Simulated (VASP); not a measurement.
# BaTiO3 (Pm-3m) in VASP: further runs, part 2 of 2

VASP 6.6.1. Earlier steps stand in the parts before.

## Step 5: Single point, LDA

This run uses another cell than the first one, of 12.86 Å³/atom, 1.136 times its volume.

The input, INCAR:

```
PREC = Accurate
ENCUT = 520
EDIFF = 1E-6
ISMEAR = 0
SIGMA = 0.01
LREAL = F
LASPH = T
NELM = 80
ALGO = Normal
ISIF = 2
LWAVE = F
LCHARG = F
GGA = CA
NBANDS = 28
```

The input, KPOINTS:

```
regular mesh
0
Gamma
  6 6 6
```

The input, POSCAR:

```
BaTiO3
1.0
    4.0060000000      0.0000000000      0.0000000000
    0.0000000000      4.0060000000      0.0000000000
    0.0000000000      0.0000000000      4.0060000000
Ba Ti O
1 1 3
Direct
    0.5000000000      0.5000000000      0.5000000000
    0.0000000000      0.0000000000      0.0000000000
    0.5000000000      0.0000000000      0.0000000000
    0.0000000000      0.5000000000      0.0000000000
    0.0000000000      0.0000000000      0.5000000000
```

Potentials or basis: VASP PAW LDA potentials, release 64 (Ba_sv, Ti_sv, O).

Launch:

```bash
$ cat potpaw_LDA.64/Ba_sv/POTCAR potpaw_LDA.64/Ti_sv/POTCAR potpaw_LDA.64/O/POTCAR > POTCAR
$ mpirun -np 1 vasp_std > vasp.out
```

OUTCAR:

```text
PREC = Accurate
   ENCUT = 520
   EDIFF = 1E-6
   ISMEAR = 0
   LREAL = F
   LASPH = T
   NELM = 80
   ISIF = 2
   GGA = CA

 ion  position               nearest neighbor table
   1  0.500  0.500  0.500-   3 2.83   4 2.83   5 2.83   3 2.83   4 2.83   3 2.83   5 2.83   3 2.83
                             4 2.83   5 2.83   4 2.83   5 2.83   2 3.47   2 3.47   2 3.47   2 3.47
   2  0.000  0.000  0.000-   3 2.00   4 2.00   5 2.00   5 2.00   4 2.00   3 2.00   1 3.47   1 3.47
                             1 3.47   1 3.47   1 3.47   1 3.47   1 3.47   1 3.47
   3  0.500  0.000  0.000-   2 2.00   2 2.00   1 2.83   1 2.83   1 2.83   1 2.83
   4  0.000  0.500  0.000-   2 2.00   2 2.00   1 2.83   1 2.83   1 2.83   1 2.83
   5  0.000  0.000  0.500-   2 2.00   2 2.00   1 2.83   1 2.83   1 2.83   1 2.83

  LATTYP: Found a simple cubic cell.
 ALAT       =     4.0060000000

  Lattice vectors:

 A1 = (   4.0060000000,   0.0000000000,   0.0000000000)
 A2 = (   0.0000000000,   4.0060000000,   0.0000000000)
 A3 = (   0.0000000000,   0.0000000000,   4.0060000000)

Analysis of symmetry for initial positions (statically):
=====================================================================
 Subroutine PRICEL returns:
 Original cell was already a primitive cell.

 Routine SETGRP: Setting up the symmetry group for a
 simple cubic supercell.

 Subroutine GETGRP returns: Found 48 space group operations
 (whereof 48 operations were pure point group operations)
 out of a pool of 48 trial point group operations.

The static configuration has the point symmetry O_h .

Analysis of symmetry for dynamics (positions and initial velocities):
=====================================================================
 Subroutine PRICEL returns:
 Original cell was already a primitive cell.

 Routine SETGRP: Setting up the symmetry group for a
 simple cubic supercell.

 Subroutine GETGRP returns: Found 48 space group operations
[... 124 lines left out ...]
     AMIX_MAG =   1.60;   BMIX_MAG =  1.00
  volume/ion in A,a.u.               =      12.86        86.77
  Fermi-wavevector in a.u.,A,eV,Ry     =   1.397603  2.641087 26.576187  1.953295
  Thomas-Fermi vector in A             =   2.520843
   LORBIT       =      0    0 simple, 1 ext, 2 COOP (PROOUT), +10 PAW based schemes
   GGA     = CA    functional components
   LHFCALC =     F    Hartree Fock is set to
   AEXX    =    0.0000 exact exchange contribution
   IVDW    =     0    specifies the selected vdW correction
   LEPSILON=     F    determine dielectric tensor
   LRPA    =     F    only Hartree local field effects (RPA)
 non-spin polarized calculation
 Gauss-broadening in eV      SIGMA  =   0.01
  energy-cutoff  :      520.00
  volume of cell :       64.29
 maximum number of plane-waves:      1755
 NGX is ok and might be reduce to    30
   NGX = 15   NGY = 15   NGZ = 15

 number of electron      39.9999976 magnetization

 Free energy of the ion-electron system (eV)
  ---------------------------------------------------
  ext. energy  EPLUGINS =         0.00000000
  ---------------------------------------------------
  free energy    TOTEN  =       -44.09742938 eV

  energy without entropy =      -44.09742938  energy(sigma->0) =      -44.09742938

 E-fermi :   3.6740     XC(G=0): -11.7241

 val. band max:        3.5025954806   @ k =   0.5000   0.5000   0.5000
 cond. band min:       5.1536855313   @ k =   0.0000   0.0000   0.0000
 fundamental gap:      1.6510900507
 Fermi energy:         3.6739619448

 k-point     1 :       0.0000    0.0000    0.0000
  band No.  band energies     occupation
      1     -52.3951      2.00000
      2     -29.0079      2.00000
      3     -29.0079      2.00000
      4     -29.0079      2.00000
      5     -21.1595      2.00000
      6     -13.0723      2.00000
[... 609 lines left out ...]
     27      11.1729      0.00000
     28      11.1729      0.00000

------------------------ aborting loop because EDIFF is reached ----------------------------------------

  FORCE on cell =-STRESS in cart. coord.  units (eV):
  Direction    XX          YY          ZZ          XY          YZ          ZX
  --------------------------------------------------------------------------------------
  -------------------------------------------------------------------------------------
  Total       -2.9212620     -2.9212620     -2.9212620      0.0000000      0.0000000     -0.0000000
  in kB      -72.8028284    -72.8028284    -72.8028284      0.0000000      0.0000000     -0.0000000
  external PRESSURE =     -72.8028284 kB  Pullay stress =       0.0000000 kB

 VOLUME and BASIS-vectors are now :
 -----------------------------------------------------------------------------
  energy-cutoff  :      520.00
  volume of cell :       64.29
      direct lattice vectors                 reciprocal lattice vectors
     4.006000000  0.000000000  0.000000000     0.249625562  0.000000000  0.000000000
     0.000000000  4.006000000  0.000000000     0.000000000  0.249625562  0.000000000
     0.000000000  0.000000000  4.006000000     0.000000000  0.000000000  0.249625562

 POSITION                                       TOTAL-FORCE (eV/Angst)
 -----------------------------------------------------------------------------------
      2.00300      2.00300      2.00300         0.000000      0.000000      0.000000
      0.00000      0.00000      0.00000         0.000000      0.000000      0.000000
      2.00300      0.00000      0.00000         0.000000      0.000000      0.000000
      0.00000      2.00300      0.00000         0.000000      0.000000      0.000000
      0.00000      0.00000      2.00300         0.000000      0.000000      0.000000
 -----------------------------------------------------------------------------------
    total drift:                                0.000000     -0.000000      0.000000

  FREE ENERGIE OF THE ION-ELECTRON SYSTEM (eV)
  ---------------------------------------------------
  free  energy   TOTEN  =       -44.0974293784 eV

  energy  without entropy=      -44.0974293784  energy(sigma->0) =      -44.09742938
```

Run time: 50 s. Hardware: 1 thread of Intel Xeon Platinum 8488C (Sapphire Rapids), shared host; peak memory 0.17 GiB.

What came out:

| Item | Value |
| --- | --- |
| Free energy | -44.0974 eV |
| Pressure | -7.3 GPa |
| Band gap on the k mesh | 1.65 eV, indirect (least direct gap 1.79 eV) |

Levels at points of the mesh, in eV from the valence-band top:
```csv
k point,band 17,band 18,band 19,band 20,band 21,band 22,band 23,band 24
"(0.00, 0.00, 0.00)",-1.11,-0.14,-0.14,-0.14,1.65,1.65,1.65,3.92
"(0.50, 0.00, 0.00)",-1.86,-1.86,-0.72,-0.72,1.81,3.44,3.44,3.93
"(0.50, 0.50, 0.00)",-1.74,-0.87,-0.87,-0.09,3.45,3.45,3.86,4.77
"(0.50, 0.50, 0.50)",-2.41,0.00,0.00,0.00,4.12,4.12,4.12,6.64
```

Caveat: spin-orbit coupling is left out, which moves the levels of the heavy elements. A k mesh can miss the band edges.

## Step 6: Single point, LDA

This run uses another cell than the first one, of 13.37 Å³/atom, 1.182 times its volume.

The input, INCAR:

```
PREC = Accurate
ENCUT = 520
EDIFF = 1E-6
ISMEAR = 0
SIGMA = 0.01
LREAL = False
LASPH = True
NELM = 80
ALGO = Normal
ISIF = 2
LWAVE = False
LCHARG = True
GGA = CA
LELF = True
LVHAR = True
NBANDS = 28
```

KPOINTS is that of step 5.

POSCAR: that of step 5 with these lines changed.

```diff
@@ -2,5 +2,5 @@
 1.0
-    4.0060000000      0.0000000000      0.0000000000
-    0.0000000000      4.0060000000      0.0000000000
-    0.0000000000      0.0000000000      4.0060000000
+    4.0587165717      0.0000000000      0.0000000000
+    0.0000000000      4.0587165717      0.0000000000
+    0.0000000000      0.0000000000      4.0587165717
 Ba Ti O
```

Potentials or basis: VASP PAW LDA potentials, release 64 (Ba_sv, Ti_sv, O).

Launch:

```bash
$ cat potpaw_LDA.64/Ba_sv/POTCAR potpaw_LDA.64/Ti_sv/POTCAR potpaw_LDA.64/O/POTCAR > POTCAR
$ mpirun -np 1 vasp_std > vasp.out
```

OUTCAR:

```text
PREC = Accurate
   ENCUT = 520
   EDIFF = 1E-6
   ISMEAR = 0
   LREAL = False
   LASPH = True
   NELM = 80
   ISIF = 2
   GGA = CA

 ion  position               nearest neighbor table
   1  0.500  0.500  0.500-   3 2.87   4 2.87   5 2.87   3 2.87   4 2.87   3 2.87   5 2.87   3 2.87
                             4 2.87   5 2.87   4 2.87   5 2.87   2 3.51   2 3.51   2 3.51   2 3.51
   2  0.000  0.000  0.000-   3 2.03   4 2.03   5 2.03   5 2.03   4 2.03   3 2.03   1 3.51   1 3.51
                             1 3.51   1 3.51   1 3.51   1 3.51   1 3.51   1 3.51
   3  0.500  0.000  0.000-   2 2.03   2 2.03   1 2.87   1 2.87   1 2.87   1 2.87
   4  0.000  0.500  0.000-   2 2.03   2 2.03   1 2.87   1 2.87   1 2.87   1 2.87
[... 819 lines left out ...]
  Total       -5.4168634     -5.4168634     -5.4168634      0.0000000      0.0000000     -0.0000000
  in kB     -129.8052606   -129.8052606   -129.8052606      0.0000000      0.0000000     -0.0000000
  external PRESSURE =    -129.8052606 kB  Pullay stress =       0.0000000 kB

 VOLUME and BASIS-vectors are now :
 -----------------------------------------------------------------------------
  energy-cutoff  :      520.00
  volume of cell :       66.86
      direct lattice vectors                 reciprocal lattice vectors
     4.058716572  0.000000000  0.000000000     0.246383304  0.000000000  0.000000000
     0.000000000  4.058716572  0.000000000     0.000000000  0.246383304  0.000000000
     0.000000000  0.000000000  4.058716572     0.000000000  0.000000000  0.246383304

 POSITION                                       TOTAL-FORCE (eV/Angst)
 -----------------------------------------------------------------------------------
      2.02936      2.02936      2.02936         0.000000      0.000000      0.000000
      0.00000      0.00000      0.00000         0.000000      0.000000      0.000000
      2.02936      0.00000      0.00000         0.000000      0.000000      0.000000
      0.00000      2.02936      0.00000         0.000000      0.000000      0.000000
      0.00000      0.00000      2.02936         0.000000      0.000000      0.000000
 -----------------------------------------------------------------------------------
    total drift:                                0.000000     -0.000000      0.000000

  FREE ENERGIE OF THE ION-ELECTRON SYSTEM (eV)
  ---------------------------------------------------
  free  energy   TOTEN  =       -43.9355582121 eV

  energy  without entropy=      -43.9355582121  energy(sigma->0) =      -43.93555821
```

OSZICAR:

```text
N       E                     dE             d eps       ncg     rms          rms(c)
DAV:   1     0.405020079227E+03    0.40502E+03   -0.20213E+04  1120   0.150E+03
DAV:   2    -0.154467690012E+02   -0.42047E+03   -0.40152E+03  1316   0.406E+02
DAV:   3    -0.531212495857E+02   -0.37674E+02   -0.37350E+02  1348   0.127E+02
DAV:   4    -0.547944410142E+02   -0.16732E+01   -0.16698E+01  1752   0.235E+01
DAV:   5    -0.548365337169E+02   -0.42093E-01   -0.42086E-01  1448   0.317E+00    0.217E+01
DAV:   6    -0.445031184229E+02    0.10333E+02   -0.58623E+01  1580   0.634E+01    0.104E+01
DAV:   7    -0.442278134524E+02    0.27530E+00   -0.11522E+01  1440   0.244E+01    0.629E+00
DAV:   8    -0.439847842862E+02    0.24303E+00   -0.68036E-01  1364   0.683E+00    0.346E+00
DAV:   9    -0.439878219410E+02   -0.30377E-02   -0.52563E-01  1652   0.600E+00    0.200E+00
DAV:  10    -0.439423402520E+02    0.45482E-01   -0.27494E-01  1320   0.491E+00    0.637E-01
DAV:  11    -0.439356929538E+02    0.66473E-02   -0.29777E-02  1340   0.105E+00    0.199E-01
DAV:  12    -0.439358707545E+02   -0.17780E-03   -0.32674E-03  1360   0.514E-01    0.138E-01
DAV:  13    -0.439355780115E+02    0.29274E-03   -0.10601E-03  1428   0.299E-01    0.460E-02
DAV:  14    -0.439355606709E+02    0.17341E-04   -0.64891E-05  1396   0.532E-02    0.155E-02
DAV:  15    -0.439355584842E+02    0.21867E-05   -0.54676E-06  1312   0.182E-02    0.599E-03
DAV:  16    -0.439355582121E+02    0.27219E-06   -0.30436E-06  1152   0.165E-02
   1 F= -.43935558E+02 E0= -.43935558E+02  d E =-.607881E-84
```

Wall time 50 s (1 thread of Intel Xeon Platinum 8488C (Sapphire Rapids), shared host); peak memory 0.17 GiB.

Results:

```
Free energy            : -43.9356 eV
Pressure               : -13.0 GPa
Band gap on the k mesh : 1.58 eV, indirect (least direct gap 1.76 eV)
```

Caveat: spin-orbit coupling is left out, which moves the levels of the heavy elements.

## Step 7: Summary

| cell | gap on the mesh (eV) | pressure (GPa) |
| --- | --- | --- |
| a = 3.839 Å, 5 atoms | 1.87 | 20.4 |
| a = 3.896 Å, 5 atoms | 1.80 | 9.0 |
| a = 3.952 Å, 5 atoms | 1.73 | -0.1 |
| a = 4.006 Å, 5 atoms | 1.65 | -7.3 |
| a = 4.059 Å, 5 atoms | 1.58 | -13.0 |

Alike in all rows: task single point; level LDA; potentials or basis VASP PAW LDA potentials, release 64 (Ba_sv, Ti_sv, O); no spin polarisation; k mesh 6 × 6 × 6; cutoff (eV) 520; smearing gaussian 0.01 eV.

Caveats: spin-orbit coupling is left out, which moves the levels of the heavy elements.

Absolute energies hang on the potentials; compare differences alone.
